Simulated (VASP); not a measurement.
# Mg4Be5Zn3S12 (P1) in VASP: a series of runs

Mg4Be5Zn3S12 is run at these levels: PBE; tasks: single point.

All numbers are computed with VASP 6.6.1; they aren't measurements. Logs are shortened: lines on timing, memory, paths and dates and some standing lists are left out, and cuts for length are marked.

## 1. The cell of the first run

The typed cell holds 24 atoms: a = 6.477 Å, b = 8.903 Å, c = 8.894 Å, α = 78.50°, β = 68.67°, γ = 68.64°.

## 2. Single point, PBE

INCAR

```
SYSTEM = Mg4Be5Zn3S12
PREC = Accurate ; ENCUT = 520
EDIFF = 1E-6 ; ISMEAR = 0
SIGMA = 0.1 ; LREAL = Auto
LASPH = .True. ; NELM = 60
ALGO = Normal ; ISIF = 2
LWAVE = .False. ; LCHARG = .False.
GGA = PE ; NBANDS = 81
ISYM = 0
```

KPOINTS

```
Automatic mesh
0
Gamma
  2 2 2
  0.5 0.5 0.5
```

POSCAR

```
Mg4Be5Zn3S12
1.0
    5.6079937390      3.2403591633      0.0001209902
   -0.0104075119      6.4989709923      6.0846859054
    5.6161428574     -3.2542475244      6.0801407246
Be Mg S Zn
5 4 12 3
Direct
    0.1788674476      0.4984028996      0.4928093236
    0.6624347200      0.0078779946     -0.0045412468
    0.0874702829      0.2524419411      0.2574382268
    0.0809427381      0.9197898509      0.5818887377
    0.5748278708      0.4049021207      0.0945159735
    0.1544529243      0.1734336891      0.8378091618
    0.1662606898      0.8363822376      0.1729319464
    0.6678663029      0.6567979144      0.3279787950
    0.5997031759      0.7464302300      0.7450738491
    0.9453117375      0.3582496511      0.0558513925
    1.0228241009      0.6869348040      0.6574754877
    0.9826314528      0.0400875880      0.3702362807
    0.4902380920      0.5050572217      0.8768673678
    0.4480218596      0.8691912320      0.5197534046
    0.4715569831      0.1927214217      0.1702297967
    0.9346814280      0.4256916237      0.4386705114
    0.8753082261      0.7954218490      0.0891281047
    0.8871600661      0.0808304270      0.7733368584
    0.3862127026      0.5750277360      0.2717545322
    0.4195313677      0.9456838892      0.9419463583
    0.3837211745      0.2945225592      0.5958222984
    0.6778064344      0.3267260141      0.6676300089
    0.0827774235      0.5837772295      0.9147556760
    0.5776439150      0.0960472545      0.4085718537
```

Potentials or basis: VASP PAW PBE potentials, release 64 (Be, Mg, S, Zn).

Run with:

```sh
$ cat potpaw_PBE.64/Be/POTCAR potpaw_PBE.64/Mg/POTCAR potpaw_PBE.64/S/POTCAR potpaw_PBE.64/Zn/POTCAR > POTCAR
$ mpirun -np 1 vasp_std > vasp.out
```

OUTCAR:

```text
SYSTEM = Mg4Be5Zn3S12
   PREC = Accurate
   ENCUT = 520
   EDIFF = 1E-6
   ISMEAR = 0
   LREAL = Auto
   LASPH = .True.
   NELM = 60
   ISIF = 2
   GGA = PE
   ISYM = 0

 ion  position               nearest neighbor table
   1  0.179  0.498  0.493-  19 2.08  21 2.09  16 2.14  11 2.16
   2  0.662  0.008  0.995-  20 2.07  17 2.12  18 2.13  15 2.19
   3  0.087  0.252  0.257-  16 2.16  12 2.17  10 2.20  15 2.21
   4  0.081  0.920  0.582-  14 2.13  18 2.15  12 2.16  11 2.17
   5  0.575  0.405  0.095-  19 2.12  15 2.13  13 2.14  10 2.19
   6  0.154  0.173  0.838-  20 2.41  21 2.43  18 2.44  10 2.46
[... 16 lines left out ...]
  23  0.083  0.584  0.915-  17 2.36  13 2.38  11 2.40  10 2.43
  24  0.578  0.096  0.409-  21 2.35  14 2.37  15 2.37  12 2.39

IMPORTANT INFORMATION: All symmetrisations will be switched off!
NOSYMM: (Re-)initialisation of all symmetry stuff for point group C_1.

----------------------------------------------------------------------------------------

                                     Primitive cell

  volume of cell :     443.5740

  direct lattice vectors                    reciprocal lattice vectors
     5.607993739  3.240359163  0.000120990     0.133722307  0.077181594 -0.082207895
    -0.010407512  6.498970992  6.084685905    -0.044417021  0.076868156  0.082169207
     5.616142857 -3.254247524  6.080140725     0.044447564 -0.076927154  0.082240881

  length of vectors
     6.476845011  8.902816119  8.893778656     0.174919387  0.120968441  0.121065831

  position of ions in fractional coordinates (direct lattice)
     0.178867448  0.498402900  0.492809324
     0.662434720  0.007877995  0.995458753
     0.087470283  0.252441941  0.257438227
     0.080942738  0.919789851  0.581888738
     0.574827871  0.404902121  0.094515974
     0.154452924  0.173433689  0.837809162
[... 16 lines left out ...]
     0.082777423  0.583777230  0.914755676
     0.577643915  0.096047255  0.408571854

  ion indices of the primitive-cell ions
   primitive index   ion index
                 1           1
                 2           2
                 3           3
                 4           4
                 5           5
                 6           6
[... 16 lines left out ...]
                23          23
                24          24

----------------------------------------------------------------------------------------

 KPOINTS: Automatic mesh

Automatic generation of k-mesh.
 Grid dimensions read from file:
 generate k-points for:    2    2    2

 Generating k-lattice:

  Cartesian coordinates                     Fractional coordinates (reciprocal lattice)
     0.066861154  0.038590797 -0.041103948     0.500000000 -0.000000000  0.000000000
    -0.022208510  0.038434078  0.041084603     0.000000000  0.500000000  0.000000000
     0.022223782 -0.038463577  0.041120441    -0.000000000  0.000000000  0.500000000

  Length of vectors
     0.087459693  0.060484220  0.060532916

  Shift w.r.t. Gamma in fractional coordinates (k-lattice)
     0.500000000  0.500000000  0.500000000

 Subroutine IBZKPT returns following result:
 ===========================================

 Found      4 irreducible k-points:

 Following reciprocal coordinates:
            Coordinates               Weight
  0.250000  0.250000  0.250000      2.000000
 -0.250000  0.250000  0.250000      2.000000
  0.250000 -0.250000  0.250000      2.000000
 -0.250000 -0.250000  0.250000      2.000000
   k-points           NKPTS =      4   k-points in BZ     NKDIM =      4   number of bands    NBANDS=     81
   number of dos      NEDOS =    301   number of ions     NIONS =     24
   total plane-waves  NPLWV = 235200
   dimension x,y,z NGX =    48 NGY =   70 NGZ =   70
   dimension x,y,z NGXF=    96 NGYF=  140 NGZF=  140
   ions per type =               5   4  12   3
   NGX,Y,Z   is equivalent  to a cutoff of  12.32, 13.07, 13.08 a.u.
   NGXF,Y,Z  is equivalent  to a cutoff of  24.64, 26.14, 26.17 a.u.
 SYSTEM =  Mg4Be5Zn3S12
   PREC   = accura    normal or accurate (medium, high low for compatibility)
   ISTART =      0    job   : 0-new  1-cont  2-samecut
   ICHARG =      2    charge: 1-file 2-atom 10-const
   ISPIN  =      1    spin polarized calculation?
   LNONCOLLINEAR =      F non collinear calculations
   LSORBIT =      F    spin-orbit coupling
   LASPH  =      T    aspherical Exc in radial PAW
   ENCUT  =  520.0 eV  38.22 Ry    6.18 a.u.  12.04 16.55 16.54*2*pi/ulx,y,z
   NELM   =     60;   NELMIN=  2; NELMDL= -5     # of ELM steps
   EDIFF  = 0.1E-05   stopping-criterion for ELM
   LREAL  =      T    real-space projection
   EDIFFG = 0.1E-04   stopping-criterion for IOM
   NSW    =      0    number of steps for IOM
   IBRION =     -1    ionic relax: 0-MD 1-quasi-New 2-CG
   NFREE  =      0    steps in history (QN), initial steepest desc. (CG)
   ISIF   =      2    stress and relaxation
   ISYM   =      0    0-nonsym 1-usesym 2-fastsym
   POTIM  = 0.5000    time-step for ionic-motion
   TEBEG  =    0.0;   TEEND  =   0.0 temperature during run
   PSTRESS=    0.0 pullay stress
   NELECT =     126.0000    total number of electrons
   NUPDOWN=      -1.0000    fix difference up-down
   EMIN   =  10.00;   EMAX   =-10.00  energy-range for DOS
   EFERMI =   0.00;   METHOD = LEGACY
   ISMEAR =     0;   SIGMA  =   0.10  broadening in eV -4-tet -1-fermi 0-gaus
   EFERMI_NEDOS =   21; number of points for ismear=-14 and -15
   IALGO  =     38    algorithm
   IMIX   =      4    mixing-type and parameters
     AMIX     =   0.40;   BMIX     =  1.00
     AMIX_MAG =   1.60;   BMIX_MAG =  1.00
  volume/ion in A,a.u.               =      18.48       124.72
  Fermi-wavevector in a.u.,A,eV,Ry     =   1.076159  2.033645 15.757147  1.158118
  Thomas-Fermi vector in A             =   2.212035
   LORBIT       =      0    0 simple, 1 ext, 2 COOP (PROOUT), +10 PAW based schemes
   GGA     = PE    functional components
   LHFCALC =     F    Hartree Fock is set to
   AEXX    =    0.0000 exact exchange contribution
   IVDW    =     0    specifies the selected vdW correction
   LEPSILON=     F    determine dielectric tensor
   LRPA    =     F    only Hartree local field effects (RPA)
 non-spin polarized calculation
 Gauss-broadening in eV      SIGMA  =   0.10
  energy-cutoff  :      520.00
  volume of cell :      443.57
 maximum number of plane-waves:     11961
   NGX = 25   NGY = 33   NGZ = 33

 number of electron     125.9999995 magnetization

 Free energy of the ion-electron system (eV)
  ---------------------------------------------------
  ext. energy  EPLUGINS =         0.00000000
  ---------------------------------------------------
  free energy    TOTEN  =      -103.59612599 eV

  energy without entropy =     -103.59612599  energy(sigma->0) =     -103.59612599

 E-fermi :   2.6881     XC(G=0):  -9.1767

 val. band max:        2.2448559923   @ k =   0.2500   0.2500   0.2500
 cond. band min:       6.1714211681   @ k =  -0.2500   0.2500   0.2500
 fundamental gap:      3.9265651758
 Fermi energy:         2.6880958633

 k-point     1 :       0.2500    0.2500    0.2500
  band No.  band energies     occupation
      1     -10.1378      2.00000
      2      -9.5523      2.00000
      3      -9.4158      2.00000
      4      -9.2647      2.00000
      5      -9.1911      2.00000
      6      -9.1638      2.00000
[... 67 lines left out ...]
     74       7.9640      0.00000
     75       8.1120      0.00000

 k-point     2 :      -0.2500    0.2500    0.2500
  band No.  band energies     occupation
      1      -9.9276      2.00000
      2      -9.7184      2.00000
      3      -9.5756      2.00000
      4      -9.4703      2.00000
      5      -9.3140      2.00000
      6      -9.0259      2.00000
[... 67 lines left out ...]
     74       8.0387      0.00000
     75       8.1311      0.00000

 k-point     3 :       0.2500   -0.2500    0.2500
  band No.  band energies     occupation
      1     -10.0263      2.00000
      2      -9.7439      2.00000
      3      -9.4459      2.00000
      4      -9.3199      2.00000
      5      -9.2055      2.00000
      6      -9.1470      2.00000
[... 67 lines left out ...]
     74       7.9586      0.00000
     75       8.1253      0.00000

 k-point     4 :      -0.2500   -0.2500    0.2500
  band No.  band energies     occupation
      1     -10.0104      2.00000
      2      -9.7734      2.00000
      3      -9.4229      2.00000
      4      -9.3484      2.00000
      5      -9.2182      2.00000
      6      -9.0884      2.00000
[... 67 lines left out ...]
     74       7.9689      0.00000
     75       8.0885      0.00000
 [bands above 75 left out]

------------------------ aborting loop because EDIFF is reached ----------------------------------------

  FORCE on cell =-STRESS in cart. coord.  units (eV):
  Direction    XX          YY          ZZ          XY          YZ          ZX
  --------------------------------------------------------------------------------------
  -------------------------------------------------------------------------------------
  Total       -0.0707982     -0.1116145      0.1413139      0.0236339      0.0228263      0.0044353
  in kB       -0.2557213     -0.4031485      0.5104220      0.0853651      0.0824479      0.0160203
  external PRESSURE =      -0.0494826 kB  Pullay stress =       0.0000000 kB

 VOLUME and BASIS-vectors are now :
 -----------------------------------------------------------------------------
  energy-cutoff  :      520.00
  volume of cell :      443.57
      direct lattice vectors                 reciprocal lattice vectors
     5.607993739  3.240359163  0.000120990     0.133722307  0.077181594 -0.082207895
    -0.010407512  6.498970992  6.084685905    -0.044417021  0.076868156  0.082169207
     5.616142857 -3.254247524  6.080140725     0.044447564 -0.076927154  0.082240881

 POSITION                                       TOTAL-FORCE (eV/Angst)
 -----------------------------------------------------------------------------------
      3.76559      2.21498      6.02900         0.006219      0.002901      0.002220
      9.30549     -1.04174      6.10054         0.006313     -0.015087     -0.012648
      1.93372      1.08628      3.10130         0.002699      0.003864     -0.002728
      3.71232      4.34636      9.13461         0.020886      0.014737      0.002760
      3.75023      4.18652      3.03844        -0.013270      0.014705     -0.004230
      5.56962     -1.09881      6.14931        -0.010597      0.001303      0.003587
[... 16 lines left out ...]
      5.59554      1.08534      9.11395         0.001952     -0.008169     -0.004537
      5.53302      1.16639      3.06866        -0.005037     -0.007476     -0.020147
 -----------------------------------------------------------------------------------
    total drift:                               -0.006675     -0.001704     -0.006810

  FREE ENERGIE OF THE ION-ELECTRON SYSTEM (eV)
  ---------------------------------------------------
  free  energy   TOTEN  =      -103.5961259869 eV

  energy  without entropy=     -103.5961259868  energy(sigma->0) =     -103.59612599
```

Wall time 4.6 min (1 thread of Intel Xeon Platinum 8488C (Sapphire Rapids), shared host); peak memory 0.56 GiB.

Results:

| Item | Value |
| --- | --- |
| Free energy | -103.5961 eV |
| Pressure | 0.0 GPa |
| Largest force | 0.028 eV/Å |
| Band gap on the k mesh | 3.93 eV (least direct gap 4.08 eV) |

Forces in eV/Å, atoms in the order of the input:
```
Be   0.006  0.003  0.002
Be   0.006 -0.015 -0.013
Be   0.003  0.004 -0.003
Be   0.021  0.015  0.003
Be  -0.013  0.015 -0.004
Mg  -0.011  0.001  0.004
Mg  -0.008  0.005 -0.001
Mg   0.012  0.014 -0.002
Mg  -0.017 -0.016  0.000
S    0.003 -0.005 -0.007
S   -0.016 -0.008  0.003
S    0.008  0.009 -0.008
S    0.013  0.010  0.007
S    0.008 -0.015 -0.009
S   -0.010 -0.001  0.003
S   -0.008  0.015 -0.005
S    0.004 -0.005  0.027
S    0.022 -0.003  0.003
S   -0.003  0.009  0.006
S   -0.001  0.001 -0.005
S   -0.017 -0.010  0.008
Zn   0.001 -0.005  0.015
Zn   0.002 -0.008 -0.005
Zn  -0.005 -0.007 -0.020
```

Stress tensor (GPa, compression positive):
```
-0.03  0.01  0.00
 0.01 -0.04  0.01
 0.00  0.01  0.05
```

Levels at points of the mesh, in eV from the valence-band top:
| k point | band 60 | band 61 | band 62 | band 63 | band 64 | band 65 | band 66 | band 67 |
| --- | --- | --- | --- | --- | --- | --- | --- | --- |
| (0.25, 0.25, 0.25) | -0.56 | -0.48 | -0.09 | 0.00 | 4.08 | 4.26 | 4.47 | 4.50 |

Caveat: the k points lie up to 0.55 Å⁻¹ apart; a shifted mesh leaves out Γ, where band edges can lie. A k mesh can miss the band edges.

## 3. Single point, PBE

INCAR

```
ALGO = Normal
EDIFF = 1E-6
ENCUT = 520
GGA = PE
ISIF = 2
ISMEAR = 0
ISYM = 0
LASPH = True
LCHARG = True
LELF = True
LREAL = Auto
LVHAR = True
LWAVE = False
NBANDS = 81
NELM = 80
PREC = Accurate
SIGMA = 0.1
```

KPOINTS is that of step 2.

POSCAR

```
Mg4Be5Zn3S12
1.0
    5.5384042105      3.1940044589     -0.0374152937
   -0.0709775400      6.4409560187      6.0970182960
    5.5836377221     -3.3423408046      6.1615900504
Be Mg S Zn
5 4 12 3
Direct
    0.1823942561      0.8293621944      0.1529001950
    0.6712025642      0.9969161969      0.0043333944
    0.0629333038      0.5996852262      0.9299361584
    0.5741432490      0.4322593584      0.0777617831
    0.5792536853      0.7468803695      0.7728937316
    0.1636290418      0.1626303715      0.8488372449
    0.1611920363      0.5074671811      0.4974779023
    0.6498732316      0.3427569872      0.6807383871
    0.0841284434      0.9089697673      0.5869200209
    0.9476101067      0.3892566751      0.0198740316
    0.9499739046      0.6774462709      0.7221885345
    1.0133894995      0.0033583350      0.3267432036
    0.4433613196      0.5438483663      0.8764566616
    0.5049288805      0.8379215087      0.5432259455
    0.5039775350      0.1947528289      0.1624733080
    0.8863827391      0.4322048742      0.4277232645
    0.9074676768      0.7866229955      0.0941004047
    0.8679250919      0.0931794104      0.7939858497
    0.3921265623      0.6136483054      0.2472792174
    0.4196101883      0.9192438685      0.9524735043
    0.3940552051      0.2588115490      0.5964640299
    0.6715715626      0.6733434169      0.3237695683
    0.0938037571      0.2504580961      0.2330949206
    0.6015760876      0.0749037071      0.4026354982
```

Potentials or basis: VASP PAW PBE potentials, release 64 (Be, Mg, S, Zn).

Run with:

```sh
$ cat potpaw_PBE.64/Be/POTCAR potpaw_PBE.64/Mg/POTCAR potpaw_PBE.64/S/POTCAR potpaw_PBE.64/Zn/POTCAR > POTCAR
$ mpirun -np 1 vasp_std > vasp.out
```

Wall time 5.2 min (1 thread of Intel Xeon Platinum 8488C (Sapphire Rapids), shared host); peak memory 0.56 GiB.

Results (log left out):

```
Free energy            : -103.2181 eV
Pressure               : 0.0 GPa
Largest force          : 0.029 eV/Å
Band gap on the k mesh : 3.97 eV (least direct gap 4.00 eV)
```

Forces in eV/Å, atoms in the order of the input:
```
Be  -0.001 -0.001 -0.001
Be   0.000 -0.003  0.003
Be   0.003  0.003  0.001
Be  -0.001 -0.005 -0.002
Be  -0.004 -0.003 -0.001
Mg  -0.001  0.003 -0.003
Mg   0.001 -0.004 -0.002
Mg  -0.002 -0.001 -0.001
Mg   0.003  0.003  0.001
S   -0.010  0.006 -0.014
S    0.000  0.010 -0.009
S    0.019 -0.011 -0.003
S    0.003  0.000 -0.011
S   -0.005 -0.013  0.011
S    0.001  0.013 -0.003
S    0.015 -0.012  0.014
S    0.001  0.012 -0.006
S    0.000  0.013 -0.004
S   -0.009 -0.012 -0.002
S   -0.009  0.006  0.002
S    0.001 -0.001  0.029
Zn  -0.003  0.001  0.006
Zn   0.005  0.000  0.000
Zn  -0.006 -0.002 -0.005
```

Levels at points of the mesh, in eV from the valence-band top:
```
           k point  band 61  band 62  band 63  band 64  band 65  band 66
(0.25, 0.25, 0.25)    -0.46    -0.11    -0.03     3.97     4.16     4.38
```

Caveat: the k points lie up to 0.55 Å⁻¹ apart; a shifted mesh leaves out Γ, where band edges can lie. A k mesh can miss the band edges.

## 4. Single point, PBE

This run uses another cell than the first one, of 18.52 Å³/atom.

INCAR

```
PREC = Accurate
ENCUT = 520
EDIFF = 1E-6
ISMEAR = 0
SIGMA = 0.1
LREAL = Auto
LASPH = True
NELM = 60
ALGO = Normal
ISIF = 2
LWAVE = False
LCHARG = False
GGA = PE
NBANDS = 81
ISYM = 0
```

KPOINTS is that of step 3.

POSCAR

```
Mg4Be5Zn3S12
1.0
    5.5666222472      3.2135293401      0.0338914038
    0.0179822545      6.4593102658      6.1315321342
    5.6416818330     -3.2801385926      6.2021576272
Be Mg S Zn
5 4 12 3
Direct
    0.1666816002      0.5068184189      0.4865958421
    0.1612001448      0.8456544522      0.1821091765
    0.6735431422      0.6744344936      0.3290027557
    0.6564966862     -0.0053791172      1.0179455736
    0.0879906587      0.2514474318      0.2473251590
    0.6809529346      0.3260208095      0.6491316299
    0.0733229364      0.5923062493      0.9245089145
    0.5676359826      0.4193586905      0.1012353682
    0.5830927077      0.7566614978      0.7509782230
    0.9874013370      0.3422373314      0.0418216911
    1.0041193971      0.6702094107      0.6660579543
    0.9856509754      0.0365745728      0.3439499469
    0.4911765956      0.5135104521      0.8525877942
    0.4949794581      0.8450492460      0.5039498721
    0.4585811028      0.1758015624      0.1819902171
    0.9217348221      0.4511235611      0.4058487264
    0.8838754592      0.7921309901      0.1260900929
    0.8819148108      0.0788065446      0.7949523850
    0.3816283770      0.6291815875      0.2874741481
    0.3968120952      0.9317425056      0.9693588632
    0.3614311598      0.2822629375      0.5924457732
    0.1604767134      0.1608802591      0.8446284149
    0.0870157716      0.9122121786      0.5776323130
    0.5783574001      0.0861535664      0.4075852619
```

Run with:

```sh
$ cat potpaw_PBE.64/Be/POTCAR potpaw_PBE.64/Mg/POTCAR potpaw_PBE.64/S/POTCAR potpaw_PBE.64/Zn/POTCAR > POTCAR
$ mpirun -np 1 vasp_std > vasp.out
```

It took 4.3 min on 1 thread of Intel Xeon Platinum 8488C (Sapphire Rapids), shared host; peak memory 0.56 GiB.

Results (log left out):

```
Free energy            : -103.1133 eV
Pressure               : 0.0 GPa
Largest force          : 0.034 eV/Å
Band gap on the k mesh : 3.75 eV
```

Forces in eV/Å, atoms in the order of the input:
```
Be   0.005  0.008  0.004
Be  -0.005 -0.002 -0.008
Be  -0.007 -0.004  0.006
Be  -0.002  0.002  0.008
Be   0.001  0.008 -0.004
Mg  -0.001  0.007 -0.011
Mg   0.005 -0.004 -0.006
Mg  -0.003  0.002 -0.002
Mg   0.005 -0.010  0.005
S   -0.013  0.004  0.031
S    0.007 -0.020 -0.003
S   -0.001  0.009 -0.002
S   -0.002 -0.002 -0.003
S    0.019 -0.009 -0.006
S   -0.009  0.013 -0.005
S    0.002 -0.016 -0.006
S    0.002  0.003 -0.012
S   -0.016  0.003  0.005
S    0.001 -0.004 -0.011
S    0.010 -0.001 -0.018
S    0.003  0.007  0.010
Zn   0.001  0.005 -0.001
Zn  -0.006 -0.001  0.013
Zn   0.003 -0.001  0.016
```

Levels at points of the mesh, in eV from the valence-band top:
| k point | band 59 | band 60 | band 61 | band 62 | band 63 | band 64 | band 65 | band 66 | band 67 | band 68 |
| --- | --- | --- | --- | --- | --- | --- | --- | --- | --- | --- |
| (0.25, 0.25, 0.25) | -0.69 | -0.64 | -0.50 | -0.16 | 0.00 | 3.75 | 4.08 | 4.31 | 4.45 | 4.50 |

Caveat: the k points lie up to 0.55 Å⁻¹ apart; a shifted mesh leaves out Γ, where band edges can lie.

(Continued in part 2 of 2.)
